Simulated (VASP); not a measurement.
# P (C2/c) in VASP: a series of runs

Runs on P. Level: revPBE. Tasks: single point.

Program: VASP 6.6.1. These are calculated values, not measurements. Logs are shortened: lines on timing, memory, paths and dates and some standing lists are left out, and cuts for length are marked.

### Step 1. The cell of the first run

The typed cell holds 2 atoms: a = 7.224 Å, b = 7.224 Å, c = 3.396 Å, α = 90.01°, β = 90.01°, γ = 157.96°.

### Step 2. Single point, revPBE (33.26 Å³/atom)

Contents of INCAR:

```
PREC = Accurate ; ENCUT = 520
EDIFF = 1E-6 ; ISMEAR = -1
SIGMA = 0.1 ; LREAL = F
LASPH = T ; NELM = 60
ALGO = Normal ; ISIF = 2
LWAVE = F ; LCHARG = F
GGA = RE ; NBANDS = 12
```

Contents of KPOINTS:

```
regular mesh
0
Gamma
  14 14 11
```

Contents of POSCAR:

```
P
1.0
   -4.8244224966      5.2031725120      1.3547534754
    5.2031725120     -4.8244224966      1.3547534754
    2.3556381181      2.3556381181     -0.6610721285
P
2
Direct
    0.9305374152      0.0694625848      1.0000000000
    0.8194625848      0.1805374152      0.5000000000
```

Potentials or basis: VASP PAW PBE potentials, release 64 (P).

The run is started by

```bash
$ cat potpaw_PBE.64/P/POTCAR > POTCAR
$ mpirun -np 1 vasp_std > vasp.out
```

OUTCAR:

```text
PREC = Accurate
   ENCUT = 520
   EDIFF = 1E-6
   ISMEAR = -1
   LREAL = F
   LASPH = T
   NELM = 60
   ISIF = 2
   GGA = RE

 ion  position               nearest neighbor table
   1  0.931  0.069  0.000-   2 2.32   2 2.32
   2  0.819  0.181  0.500-   1 2.32   1 2.32

  LATTYP: Found a base centered monoclinic cell.
 ALAT       =     2.7619433493
 B/A-ratio  =     5.1344865067
 C/A-ratio  =     1.2296896168
 COS(beta)  =    -0.0007231592

  Lattice vectors:

 A1 = (  -4.8244224966,   5.2031725120,   1.3547534754)
 A2 = (   5.2031725120,  -4.8244224966,   1.3547534754)
 A3 = (   2.3556381181,   2.3556381181,  -0.6610721285)

Analysis of symmetry for initial positions (statically):
=====================================================================
 Subroutine PRICEL returns:
 Original cell was already a primitive cell.

 Routine SETGRP: Setting up the symmetry group for a
 base centered monoclinic supercell.

 Subroutine GETGRP returns: Found  4 space group operations
 (whereof  2 operations were pure point group operations)
 out of a pool of  4 trial point group operations.

The static configuration has the point symmetry C_2 .
 The point group associated with its full space group is C_2h.

Analysis of symmetry for dynamics (positions and initial velocities):
=====================================================================
 Subroutine PRICEL returns:
 Original cell was already a primitive cell.

 Routine SETGRP: Setting up the symmetry group for a
 base centered monoclinic supercell.

 Subroutine GETGRP returns: Found  4 space group operations
 (whereof  2 operations were pure point group operations)
 out of a pool of  4 trial point group operations.

The dynamic configuration has the point symmetry C_2 .
 The point group associated with its full space group is C_2h.

 Subroutine INISYM returns: Found  4 space group operations
 (whereof  2 operations are pure point group operations),
 and found     1 'primitive' translations

----------------------------------------------------------------------------------------

                                     Primitive cell

  volume of cell :      66.5130

  direct lattice vectors                    reciprocal lattice vectors
    -4.824422497  5.203172512  1.354753475    -0.000030335  0.099694474  0.355139228
     5.203172512 -4.824422497  1.354753475     0.099694474 -0.000030335  0.355139228
     2.355638118  2.355638118 -0.661072128     0.204244489  0.204244489 -0.057100871

  length of vectors
     7.223808801  7.223808801  3.396333059     0.368866995  0.368866995  0.294435276

  position of ions in fractional coordinates (direct lattice)
     0.930537415  0.069462585  1.000000000
     0.819462585  0.180537415  0.500000000

  ion indices of the primitive-cell ions
   primitive index   ion index
                 1           1
                 2           2

----------------------------------------------------------------------------------------

 KPOINTS: regular mesh

Automatic generation of k-mesh.
 Grid dimensions read from file:
 generate k-points for:   14   14   11

 Generating k-lattice:

  Cartesian coordinates                     Fractional coordinates (reciprocal lattice)
    -0.000002167  0.007121034  0.025367088     0.071428571  0.000000000  0.000000000
     0.007121034 -0.000002167  0.025367088     0.000000000  0.071428571  0.000000000
     0.018567681  0.018567681 -0.005190988    -0.000000000 -0.000000000  0.090909091

  Length of vectors
     0.026347643  0.026347643  0.026766843

  Shift w.r.t. Gamma in fractional coordinates (k-lattice)
     0.000000000  0.000000000  0.000000000

 Subroutine IBZKPT returns following result:
 ===========================================

 Found    582 irreducible k-points:

 Following reciprocal coordinates:
            Coordinates               Weight
  0.000000  0.000000  0.000000      1.000000
  0.071429  0.000000 -0.000000      4.000000
  0.142857  0.000000 -0.000000      4.000000
  0.214286 -0.000000 -0.000000      4.000000
  0.285714  0.000000 -0.000000      4.000000
  0.357143  0.000000 -0.000000      4.000000
[... 16 lines left out ...]
  0.214286  0.142857 -0.000000      4.000000
  0.285714  0.142857 -0.000000      4.000000
 [... further k-points ...]
   k-points           NKPTS =    582   k-points in BZ     NKDIM =    582   number of bands    NBANDS=     12
   number of dos      NEDOS =    301   number of ions     NIONS =      2
   total plane-waves  NPLWV =  81648
   dimension x,y,z NGX =    54 NGY =   54 NGZ =   28
   dimension x,y,z NGXF=   108 NGYF=  108 NGZF=   56
   ions per type =               2
   NGX,Y,Z   is equivalent  to a cutoff of  12.43, 12.43, 13.71 a.u.
   NGXF,Y,Z  is equivalent  to a cutoff of  24.85, 24.85, 27.41 a.u.
 SYSTEM =  unknown system
   PREC   = accura    normal or accurate (medium, high low for compatibility)
   ISTART =      0    job   : 0-new  1-cont  2-samecut
   ICHARG =      2    charge: 1-file 2-atom 10-const
   ISPIN  =      1    spin polarized calculation?
   LNONCOLLINEAR =      F non collinear calculations
   LSORBIT =      F    spin-orbit coupling
   LASPH  =      T    aspherical Exc in radial PAW
   ENCUT  =  520.0 eV  38.22 Ry    6.18 a.u.  13.43 13.43  6.31*2*pi/ulx,y,z
   NELM   =     60;   NELMIN=  2; NELMDL= -5     # of ELM steps
   EDIFF  = 0.1E-05   stopping-criterion for ELM
   LREAL  =      F    real-space projection
   EDIFFG = 0.1E-04   stopping-criterion for IOM
   NSW    =      0    number of steps for IOM
   IBRION =     -1    ionic relax: 0-MD 1-quasi-New 2-CG
   NFREE  =      0    steps in history (QN), initial steepest desc. (CG)
   ISIF   =      2    stress and relaxation
   ISYM   =      2    0-nonsym 1-usesym 2-fastsym
   POTIM  = 0.5000    time-step for ionic-motion
   TEBEG  =    0.0;   TEEND  =   0.0 temperature during run
   PSTRESS=    0.0 pullay stress
   NELECT =      10.0000    total number of electrons
   NUPDOWN=      -1.0000    fix difference up-down
   EMIN   =  10.00;   EMAX   =-10.00  energy-range for DOS
   EFERMI =   0.00;   METHOD = LEGACY
   ISMEAR =    -1;   SIGMA  =   0.10  broadening in eV -4-tet -1-fermi 0-gaus
   EFERMI_NEDOS =   21; number of points for ismear=-14 and -15
   IALGO  =     38    algorithm
   IMIX   =      4    mixing-type and parameters
     AMIX     =   0.40;   BMIX     =  1.00
     AMIX_MAG =   1.60;   BMIX_MAG =  1.00
  volume/ion in A,a.u.               =      33.26       224.43
  Fermi-wavevector in a.u.,A,eV,Ry     =   0.870508  1.645021 10.310271  0.757784
  Thomas-Fermi vector in A             =   1.989483
   LORBIT       =      0    0 simple, 1 ext, 2 COOP (PROOUT), +10 PAW based schemes
   GGA     = RE    functional components
   LHFCALC =     F    Hartree Fock is set to
   AEXX    =    0.0000 exact exchange contribution
   IVDW    =     0    specifies the selected vdW correction
   LEPSILON=     F    determine dielectric tensor
   LRPA    =     F    only Hartree local field effects (RPA)
 non-spin polarized calculation
  energy-cutoff  :      520.00
  volume of cell :       66.51
 maximum number of plane-waves:      1810
 NGX is ok and might be reduce to    54
   NGX = 27   NGY = 27   NGZ = 13

 number of electron      10.0000002 magnetization

 Free energy of the ion-electron system (eV)
  ---------------------------------------------------
  ext. energy  EPLUGINS =         0.00000000
  ---------------------------------------------------
  free energy    TOTEN  =        -9.77634928 eV

  energy without entropy =       -9.76478913  energy(sigma->0) =       -9.77056920

 E-fermi :   1.3626     XC(G=0):  -6.7608

 val. band max:        1.1670886541   @ k =   0.5000   0.0000  -0.0000
 cond. band min:       1.4721883216   @ k =  -0.1429  -0.1429   0.3636
 fundamental gap:      0.3050996675
 Fermi energy:         1.3626017996

 k-point     1 :       0.0000    0.0000    0.0000
  band No.  band energies     occupation
      1     -12.4900      2.00000
      2      -7.0667      2.00000
      3      -1.3856      2.00000
      4      -1.1149      2.00000
      5       2.2371      0.00032
      6       4.2144      0.00000
      7       4.6145      0.00000
      8       6.4535      0.00000
      9       7.6802      0.00000
     10       7.9379      0.00000
     11       9.0041      0.00000
     12      12.0777      0.00000

 k-point     2 :       0.0714    0.0000   -0.0000
  band No.  band energies     occupation
      1     -12.4100      2.00000
      2      -6.9818      2.00000
      3      -1.3246      2.00000
      4      -1.0468      2.00000
      5       2.3052      0.00016
      6       3.2970      0.00000
      7       4.6776      0.00000
      8       6.6101      0.00000
      9       7.2544      0.00000
     10       7.8383      0.00000
     11       9.8746      0.00000
     12      12.2307      0.00000

 k-point     3 :       0.1429    0.0000   -0.0000
  band No.  band energies     occupation
      1     -12.1734      2.00000
      2      -6.7292      2.00000
      3      -1.1468      2.00000
      4      -0.8625      2.00000
      5       1.6221      0.13888
      6       2.4958      0.00002
      7       4.8621      0.00000
      8       5.8708      0.00000
      9       6.8405      0.00000
     10       8.1834      0.00000
     11      11.3418      0.00000
     12      12.4548      0.00000

 k-point     4 :       0.2143   -0.0000   -0.0000
  band No.  band energies     occupation
      1     -11.7920      2.00000
      2      -6.3167      2.00000
      3      -0.8688      2.00000
      4      -0.8150      2.00000
      5       0.1569      1.99999
      6       2.7081      0.00000
      7       4.3965      0.00000
      8       5.1523      0.00000
      9       7.1527      0.00000
     10       8.7216      0.00000
     11      12.0940      0.00000
     12      12.3637      0.00000

 k-point     5 :       0.2857    0.0000   -0.0000
  band No.  band energies     occupation
      1     -11.2923      2.00000
      2      -5.7622      2.00000
      3      -2.0034      2.00000
      4      -0.5236      2.00000
      5       0.1630      1.99999
      6       2.2123      0.00041
      7       3.7848      0.00000
      8       5.5162      0.00000
      9       7.5600      0.00000
     10       9.3086      0.00000
     11      11.0102      0.00000
     12      11.0805      0.00000
[... 228 lines left out ...]
      1     -12.4899      2.00000
      2      -7.0678      2.00000
      3      -1.3855      2.00000
      4      -1.1061      2.00000
      5       2.2303      0.00034
      6       4.2144      0.00000
      7       4.6139      0.00000
      8       6.3680      0.00000
      9       7.7581      0.00000
     10       7.9381      0.00000
     11       9.0421      0.00000
     12      11.9825      0.00000

 k-point    22 :       0.1429    0.1429   -0.0000
  band No.  band energies     occupation
      1     -11.2926      2.00000
      2      -5.7584      2.00000
      3      -2.0044      2.00000
      4      -0.5237      2.00000
      5       0.1372      1.99999
      6       2.2110      0.00041
      7       3.8056      0.00000
      8       5.5180      0.00000
      9       7.8582      0.00000
     10       8.9337      0.00000
     11      11.0791      0.00000
     12      11.0798      0.00000

 k-point    23 :       0.2143    0.1429   -0.0000
  band No.  band energies     occupation
      1     -10.7324      2.00000
      2      -5.1041      2.00000
      3      -3.3455      2.00000
      4      -0.1685      2.00000
      5       0.5744      1.99925
      6       0.9633      1.96378
      7       4.1752      0.00000
      8       5.8979      0.00000
      9       8.0818      0.00000
     10       9.4735      0.00000
     11       9.9023      0.00000
     12      10.3660      0.00000

 k-point    24 :       0.2857    0.1429   -0.0000
  band No.  band energies     occupation
      1     -10.2367      2.00000
      2      -4.4717      2.00000
      3      -4.3322      2.00000
      4      -0.1019      2.00000
      5       0.1108      1.99999
      6       0.9804      1.95717
      7       4.6148      0.00000
      8       6.2010      0.00000
      9       7.7969      0.00000
     10       9.1150      0.00000
     11       9.7019      0.00000
     12       9.8277      0.00000

 [... further k-points ...]

------------------------ aborting loop because EDIFF is reached ----------------------------------------

  FORCE on cell =-STRESS in cart. coord.  units (eV):
  Direction    XX          YY          ZZ          XY          YZ          ZX
  --------------------------------------------------------------------------------------
  -------------------------------------------------------------------------------------
  Total       -1.8115057     -1.8115057     -2.1048785     -0.4030358      0.0199314      0.0199314
  in kB      -43.6358643    -43.6358643    -50.7026782     -9.7083970      0.4801119      0.4801119
  external PRESSURE =     -45.9914689 kB  Pullay stress =       0.0000000 kB

 VOLUME and BASIS-vectors are now :
 -----------------------------------------------------------------------------
  energy-cutoff  :      520.00
  volume of cell :       66.51
      direct lattice vectors                 reciprocal lattice vectors
    -4.824422497  5.203172512  1.354753475    -0.000030335  0.099694474  0.355139228
     5.203172512 -4.824422497  1.354753475     0.099694474 -0.000030335  0.355139228
     2.355638118  2.355638118 -0.661072128     0.204244489  0.204244489 -0.057100871

 POSITION                                       TOTAL-FORCE (eV/Angst)
 -----------------------------------------------------------------------------------
     -4.12788      4.50663      1.35475         0.636070     -0.636070      0.000000
     -1.83625      4.57064      1.02422        -0.636070      0.636070     -0.000000
 -----------------------------------------------------------------------------------
    total drift:                               -0.000000      0.000000     -0.000000

  FREE ENERGIE OF THE ION-ELECTRON SYSTEM (eV)
  ---------------------------------------------------
  free  energy   TOTEN  =        -9.7763492757 eV

  energy  without entropy=       -9.7647891260  energy(sigma->0) =       -9.77056920
```

Run time: 7.5 min. Hardware: 1 thread of AMD EPYC 9R45 (Zen 5), shared host; peak memory 0.48 GiB.

What came out:

```
Free energy            : -9.7763 eV
Pressure               : -4.6 GPa
Largest force          : 0.900 eV/Å
Band gap on the k mesh : zero (bands 5 and 6 overlap by 3.88 eV)
```

Forces in eV/Å, atoms in the order of the input:
```
P    0.636 -0.636  0.000
P   -0.636  0.636  0.000
```

Caveat: the cell stands under tension; the PAW data sets were made with another functional, which shifts forces and pressure a little.

### Step 3. Single point, revPBE

This run uses another cell than the first one, of 29.69 Å³/atom.

Contents of INCAR:

```
SYSTEM = P
  PREC = Accurate
  ENCUT = 520
  EDIFF = 1E-6
  ISMEAR = -1
  SIGMA = 0.1
  LREAL = .False.
  LASPH = .True.
  NELM = 60
  ALGO = Normal
  ISIF = 2
  LWAVE = .False.
  LCHARG = .True.
  GGA = RE
  LELF = .True.
  LVHAR = .True.
  ISYM = 0
  NBANDS = 12
```

Contents of KPOINTS:

```
regular mesh
0
Gamma
  13 13 9
  0 0 0
```

Contents of POSCAR:

```
P
1.0
   -4.6455734007      5.0102825443      1.3045305867
    5.0102825443     -4.6455734007      1.3045305867
    2.2683108271      2.2683108271     -0.6365651222
P
2
Direct
    0.9305374152      0.0694625848      1.0000000000
    0.8194625848      0.1805374152      0.5000000000
```

Potentials or basis: VASP PAW PBE potentials, release 64 (P).

The run is started by

```bash
$ cat potpaw_PBE.64/P/POTCAR > POTCAR
$ mpirun -np 1 vasp_std > vasp.out
```

It took 8.4 min on 1 thread of AMD EPYC 9R45 (Zen 5), shared host; peak memory 0.52 GiB.

The run converged. Its results:

```yaml
Free_energy: -9.8801 eV
Pressure: -0.3 GPa
Largest_force: 0.091 eV/Å
Band_gap_on_the_k_mesh: zero (bands 5 and 6 overlap by 4.06 eV)
```

Forces on the atoms (eV/Å):
```
P    0.064 -0.064  0.000
P   -0.064  0.064  0.000
```

Stress tensor (GPa, compression positive):
```
-0.34 -0.04  0.03
-0.04 -0.34  0.03
 0.03  0.03 -0.20
```

Levels at points of the mesh, in eV from the Fermi level:
| k point | band 2 | band 3 | band 4 | band 5 | band 6 | band 7 | band 8 | band 9 |
| --- | --- | --- | --- | --- | --- | --- | --- | --- |
| (0.00, 0.00, 0.00) | -8.78 | -3.09 | -2.88 | 0.79 | 3.18 | 3.51 | 5.04 | 6.20 |

Caveat: the PAW data sets were made with another functional, which shifts forces and pressure a little.

The gap in the log of VASP goes by the Fermi energy; the results here count the filled bands.